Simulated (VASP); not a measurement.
# Si (P6/mmm) in VASP: further runs

The runs below take Si through single point, with LDA.

Everything below comes from runs of VASP 6.6.1. Logs are shortened: lines on timing, memory, paths and dates and some standing lists are left out, and cuts for length are marked.

### Step 1. The cell of the first run

Symmetry: P6/mmm, No. 191, hexagonal system. The conventional cell has a = 2.560 Å, b = 2.560 Å, c = 2.404 Å, α = 90.00°, β = 90.00°, γ = 120.00°. Within 3.2 Å of Si (site symmetry 6/mmm) lie 8 Si at 2.40 to 2.56 Å.

### Step 2. Single point, LDA

The input, INCAR:

```
PREC = Accurate ; ENCUT = 520
EDIFF = 1E-6 ; ISMEAR = -1
SIGMA = 0.1 ; LREAL = F
LASPH = T ; NELM = 60
ALGO = Normal ; ISIF = 2
LWAVE = F ; LCHARG = T
LELF = T ; LVHAR = T
NBANDS = 8
```

The input, KPOINTS:

```
regular mesh
0
Gamma
  13 13 12
```

The input, POSCAR:

```
Si
1.0
    2.5602538135      0.0000000000      0.0000000000
   -1.2801269067      2.2172486973      0.0000000000
    0.0000000000      0.0000000000      2.4042272653
Si
1
Direct
    0.0000000000      0.0000000000      0.0000000000
```

Potentials or basis: VASP PAW LDA potentials, release 64 (Si).

Started as:

```
$ cat potpaw_LDA.64/Si/POTCAR > POTCAR
$ mpirun -np 1 vasp_std > vasp.out
```

OUTCAR:

```text
PREC = Accurate
   ENCUT = 520
   EDIFF = 1E-6
   ISMEAR = -1
   LREAL = F
   LASPH = T
   NELM = 60
   ISIF = 2

 ion  position               nearest neighbor table
   1  0.000  0.000  0.000-

  LATTYP: Found a hexagonal cell.
 ALAT       =     2.5602538135
 C/A-ratio  =     0.9390581717

  Lattice vectors:

 A1 = (   2.5602538135,   0.0000000000,   0.0000000000)
 A2 = (  -1.2801269067,   2.2172486973,   0.0000000000)
 A3 = (   0.0000000000,   0.0000000000,   2.4042272653)

Analysis of symmetry for initial positions (statically):
=====================================================================
 Subroutine PRICEL returns:
 Original cell was already a primitive cell.

 Routine SETGRP: Setting up the symmetry group for a
 hexagonal supercell.

 Subroutine GETGRP returns: Found 24 space group operations
 (whereof 24 operations were pure point group operations)
 out of a pool of 24 trial point group operations.

The static configuration has the point symmetry D_6h.

Analysis of symmetry for dynamics (positions and initial velocities):
=====================================================================
 Subroutine PRICEL returns:
 Original cell was already a primitive cell.

 Routine SETGRP: Setting up the symmetry group for a
 hexagonal supercell.

 Subroutine GETGRP returns: Found 24 space group operations
 (whereof 24 operations were pure point group operations)
 out of a pool of 24 trial point group operations.

The dynamic configuration has the point symmetry D_6h.

 Subroutine INISYM returns: Found 24 space group operations
 (whereof 24 operations are pure point group operations),
 and found     1 'primitive' translations

----------------------------------------------------------------------------------------

                                     Primitive cell

  volume of cell :      13.6481

  direct lattice vectors                    reciprocal lattice vectors
     2.560253814  0.000000000  0.000000000     0.390586275  0.225504699  0.000000000
    -1.280126907  2.217248697  0.000000000     0.000000000  0.451009398  0.000000000
     0.000000000  0.000000000  2.404227265     0.000000000  0.000000000  0.415934057

  length of vectors
     2.560253814  2.560257152  2.404227265     0.451009986  0.451009398  0.415934057

  position of ions in fractional coordinates (direct lattice)
     0.000000000  0.000000000  0.000000000

  ion indices of the primitive-cell ions
   primitive index   ion index
                 1           1

----------------------------------------------------------------------------------------

 KPOINTS: regular mesh

Automatic generation of k-mesh.
 Grid dimensions read from file:
 generate k-points for:   13   13   12

 Generating k-lattice:

  Cartesian coordinates                     Fractional coordinates (reciprocal lattice)
     0.030045098  0.017346515  0.000000000     0.076923077 -0.000000000  0.000000000
     0.000000000  0.034693031  0.000000000     0.000000000  0.076923077  0.000000000
     0.000000000  0.000000000  0.034661171     0.000000000  0.000000000  0.083333333

  Length of vectors
     0.034693076  0.034693031  0.034661171

  Shift w.r.t. Gamma in fractional coordinates (k-lattice)
     0.000000000  0.000000000  0.000000000

 Subroutine IBZKPT returns following result:
 ===========================================

 Found    147 irreducible k-points:

 Following reciprocal coordinates:
            Coordinates               Weight
  0.000000  0.000000  0.000000      1.000000
  0.076923  0.000000  0.000000      6.000000
  0.153846  0.000000  0.000000      6.000000
  0.230769  0.000000  0.000000      6.000000
  0.307692  0.000000  0.000000      6.000000
  0.384615  0.000000  0.000000      6.000000
[... 16 lines left out ...]
  0.076923  0.000000  0.083333     12.000000
  0.153846  0.000000  0.083333     12.000000
 [... further k-points ...]
   k-points           NKPTS =    147   k-points in BZ     NKDIM =    147   number of bands    NBANDS=      8
   number of dos      NEDOS =    301   number of ions     NIONS =      1
   total plane-waves  NPLWV =   7200
   dimension x,y,z NGX =    20 NGY =   20 NGZ =   18
   dimension x,y,z NGXF=    40 NGYF=   40 NGZF=   36
   ions per type =               1
   NGX,Y,Z   is equivalent  to a cutoff of  12.99, 12.99, 12.45 a.u.
   NGXF,Y,Z  is equivalent  to a cutoff of  25.97, 25.97, 24.89 a.u.
 SYSTEM =  unknown system
   PREC   = accura    normal or accurate (medium, high low for compatibility)
   ISTART =      0    job   : 0-new  1-cont  2-samecut
   ICHARG =      2    charge: 1-file 2-atom 10-const
   ISPIN  =      1    spin polarized calculation?
   LNONCOLLINEAR =      F non collinear calculations
   LSORBIT =      F    spin-orbit coupling
   LASPH  =      T    aspherical Exc in radial PAW
   ENCUT  =  520.0 eV  38.22 Ry    6.18 a.u.   4.76  4.76  4.47*2*pi/ulx,y,z
   NELM   =     60;   NELMIN=  2; NELMDL= -5     # of ELM steps
   EDIFF  = 0.1E-05   stopping-criterion for ELM
   LREAL  =      F    real-space projection
[... 7 lines left out ...]
   TEBEG  =    0.0;   TEEND  =   0.0 temperature during run
   PSTRESS=    0.0 pullay stress
   NELECT =       4.0000    total number of electrons
   NUPDOWN=      -1.0000    fix difference up-down
   EMIN   =  10.00;   EMAX   =-10.00  energy-range for DOS
   EFERMI =   0.00;   METHOD = LEGACY
   ISMEAR =    -1;   SIGMA  =   0.10  broadening in eV -4-tet -1-fermi 0-gaus
   EFERMI_NEDOS =   21; number of points for ismear=-14 and -15
   IALGO  =     38    algorithm
   IMIX   =      4    mixing-type and parameters
     AMIX     =   0.40;   BMIX     =  1.00
     AMIX_MAG =   1.60;   BMIX_MAG =  1.00
  volume/ion in A,a.u.               =      13.65        92.10
  Fermi-wavevector in a.u.,A,eV,Ry     =   1.087436  2.054957 16.089132  1.182518
  Thomas-Fermi vector in A             =   2.223596
   LORBIT       =      0    0 simple, 1 ext, 2 COOP (PROOUT), +10 PAW based schemes
   GGA     = CA    functional components
   LHFCALC =     F    Hartree Fock is set to
   AEXX    =    0.0000 exact exchange contribution
   IVDW    =     0    specifies the selected vdW correction
   LEPSILON=     F    determine dielectric tensor
   LRPA    =     F    only Hartree local field effects (RPA)
 non-spin polarized calculation
  energy-cutoff  :      520.00
  volume of cell :       13.65
 maximum number of plane-waves:       393
 NGX is ok and might be reduce to    20
   NGX =  9   NGY =  9   NGZ =  9

 number of electron       4.0000000 magnetization

 Free energy of the ion-electron system (eV)
  ---------------------------------------------------
  ext. energy  EPLUGINS =         0.00000000
  ---------------------------------------------------
  free energy    TOTEN  =        -5.71831182 eV

  energy without entropy =       -5.70437407  energy(sigma->0) =       -5.71134294

 E-fermi :  10.6468     XC(G=0): -11.4411

 val. band max:       10.6194811642   @ k =   0.3846   0.2308   0.3333
 cond. band min:      10.7369519759   @ k =   0.3846   0.0769   0.5000
 fundamental gap:      0.1174708117
 Fermi energy:        10.6467606610

 k-point     1 :       0.0000    0.0000    0.0000
  band No.  band energies     occupation
      1      -4.1196      2.00000
      2      18.2269      0.00000
      3      19.1511      0.00000
      4      21.6033      0.00000
      5      21.6034      0.00000
      6      23.1383      0.00000
      7      23.1384      0.00000
      8      28.8145      0.00000

 k-point     2 :       0.0769    0.0000    0.0000
  band No.  band energies     occupation
      1      -3.9457      2.00000
      2      17.6103      0.00000
      3      19.2955      0.00000
      4      20.2959      0.00000
      5      20.4325      0.00000
      6      23.3806      0.00000
      7      24.6066      0.00000
      8      30.5282      0.00000

 k-point     3 :       0.1538    0.0000    0.0000
  band No.  band energies     occupation
      1      -3.4251      2.00000
      2      15.3383      0.00000
      3      19.0113      0.00000
      4      19.1754      0.00000
      5      19.7282      0.00000
      6      23.5774      0.00000
      7      26.9145      0.00000
      8      32.6898      0.00000

 k-point     4 :       0.2308    0.0000    0.0000
  band No.  band energies     occupation
      1      -2.5610      2.00000
      2      12.3624      0.00000
      3      17.8437      0.00000
      4      18.5022      0.00000
      5      20.4463      0.00000
      6      24.1064      0.00000
      7      29.5373      0.00000
      8      33.0751      0.00000

 k-point     5 :       0.3077    0.0000    0.0000
  band No.  band energies     occupation
      1      -1.3589      2.00000
      2       9.4214      1.99999
      3      16.9627      0.00000
      4      17.9189      0.00000
      5      21.4424      0.00000
      6      25.0901      0.00000
      7      30.7289      0.00000
      8      32.3864      0.00000
[... 177 lines left out ...]
 k-point    22 :       0.0000    0.0000    0.0833
  band No.  band energies     occupation
      1      -3.9483      2.00000
      2      15.4482      0.00000
      3      21.7348      0.00000
      4      21.7349      0.00000
      5      21.8565      0.00000
      6      23.2760      0.00000
      7      23.2760      0.00000
      8      28.9827      0.00000

 k-point    23 :       0.0769    0.0000    0.0833
  band No.  band energies     occupation
      1      -3.7746      2.00000
      2      15.4580      0.00000
      3      19.5262      0.00000
      4      20.5689      0.00000
      5      21.9835      0.00000
      6      23.8690      0.00000
      7      24.7379      0.00000
      8      30.6931      0.00000

 k-point    24 :       0.1538    0.0000    0.0833
  band No.  band energies     occupation
      1      -3.2544      2.00000
      2      14.8927      0.00000
      3      17.2739      0.00000
      4      19.1506      0.00000
      5      21.2036      0.00000
      6      24.7987      0.00000
      7      27.0382      0.00000
      8      32.4321      0.00000

 [... further k-points ...]
[... 5 lines left out ...]
  --------------------------------------------------------------------------------------
  -------------------------------------------------------------------------------------
  Total        0.6198957      0.6198978      1.0337442      0.0000000      0.0000000      0.0000000
  in kB       72.7706487     72.7709018    121.3530512      0.0000000      0.0000000      0.0000000
  external PRESSURE =      88.9648672 kB  Pullay stress =       0.0000000 kB

 VOLUME and BASIS-vectors are now :
 -----------------------------------------------------------------------------
  energy-cutoff  :      520.00
  volume of cell :       13.65
      direct lattice vectors                 reciprocal lattice vectors
     2.560253814  0.000000000  0.000000000     0.390586275  0.225504699  0.000000000
    -1.280126907  2.217248697  0.000000000     0.000000000  0.451009398  0.000000000
     0.000000000  0.000000000  2.404227265     0.000000000  0.000000000  0.415934057

 POSITION                                       TOTAL-FORCE (eV/Angst)
 -----------------------------------------------------------------------------------
      0.00000      0.00000      0.00000         0.000000      0.000000      0.000000
 -----------------------------------------------------------------------------------
    total drift:                               -0.000000     -0.000000      0.000000

  FREE ENERGIE OF THE ION-ELECTRON SYSTEM (eV)
  ---------------------------------------------------
  free  energy   TOTEN  =        -5.7183118183 eV

  energy  without entropy=       -5.7043740663  energy(sigma->0) =       -5.71134294
```

Wall time 5.9 s (1 thread of Intel Xeon 6975P-C, shared host); peak memory 0.12 GiB.

Results:

| Property | Result |
| --- | --- |
| Free energy | -5.7183 eV |
| Pressure | 8.9 GPa |
| Band gap on the k mesh | zero (band 2 reaches 18.23 eV, above the bottom of band 3 at 6.47 eV) |

Stress tensor (GPa, compression positive):
```
 7.28  0.00  0.00
 0.00  7.28  0.00
 0.00  0.00 12.14
```

### Step 3. Single point, LDA

This run uses another cell than the first one, of 14.04 Å³/atom, 1.029 times its volume.

The input, INCAR:

```
PREC = Accurate
ENCUT = 520
EDIFF = 1E-6
ISMEAR = -1
SIGMA = 0.1
LREAL = False
LASPH = True
NELM = 100
ALGO = Normal
ISIF = 2
LWAVE = False
LCHARG = True
LELF = True
LVHAR = True
NBANDS = 8
```

KPOINTS is that of step 2.

The input, POSCAR:

```
Si
1.0
    2.5846386507      0.0000000000      0.0000000000
   -1.2923193254      2.2383666225      0.0000000000
    0.0000000000      0.0000000000      2.4271260460
Si
1
Direct
    0.0000000000      0.0000000000      0.0000000000
```

Potentials or basis: VASP PAW LDA potentials, release 64 (Si).

Started as:

```
$ cat potpaw_LDA.64/Si/POTCAR > POTCAR
$ mpirun -np 1 vasp_std > vasp.out
```

It took 6 s on 1 thread of Intel Xeon 6975P-C, shared host; peak memory 0.12 GiB.

The run converged. Its results:

| Item | Value |
| --- | --- |
| Free energy | -5.7351 eV |
| Pressure | 4.8 GPa |
| Band gap on the k mesh | zero (band 2 reaches 17.82 eV, above the bottom of band 3 at 6.21 eV) |

Stress tensor (GPa, compression positive):
```
3.49 0.00 0.00
0.00 3.49 0.00
0.00 0.00 7.46
```

Levels at points of the mesh, in eV from the Fermi level:
```tsv
k point	band 1	band 2	band 3	band 4	band 5	band 6
(0.00, 0.00, 0.00)	-14.50	7.57	8.30	10.64	10.64	12.38
(0.00, 0.00, 0.50)	-9.37	-7.49	14.42	14.42	15.22	15.22
```
